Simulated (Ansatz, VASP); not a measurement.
## Two plane-wave programs on MgO

```
Mg O
1.0
     0.00000    2.23327    2.02058
     2.23327    0.00000    2.02058
     2.23327    2.23327    0.00000
Mg O
1 1
Direct
  0.00000 0.00000 0.00000
  0.50000 0.50000 0.50000
```

Change from the starting cell: strain +0.050 along x and y, -0.050 along z, atoms carried along.

Alike in both runs: task single point; functional PBE; k mesh 10 × 10 × 10; occupations gaussian, width 0.05 eV; no spin polarisation.

|  | VASP | Ansatz |
| --- | --- | --- |
| version | VASP 6.6.1 | Ansatz 0.2.0 |
| potentials or method | VASP PAW PBE potentials, release 64 (Mg, O), cutoff 520 eV | scalar-relativistic, plane waves, PAW |
| valence electrons in the cell | 8 | 16 |

|  | VASP | Ansatz | Ansatz less VASP |
| --- | --- | --- | --- |
| gap on the k mesh at the Fermi level (eV) | 3.90 | 3.92 | +0.019 |
| least direct gap on the mesh (eV) | 3.90 | 3.92 | +0.019 |
| pressure (GPa) | -4.1 | -3.4 | +0.72 |
| traceless stress, the component that is largest in VASP (GPa) | 11.32 | 11.26 | -0.056 |

VASP's potentials hold 8 valence electrons a cell and Ansatz's 16, so a difference there can come from the potentials and not from the codes.
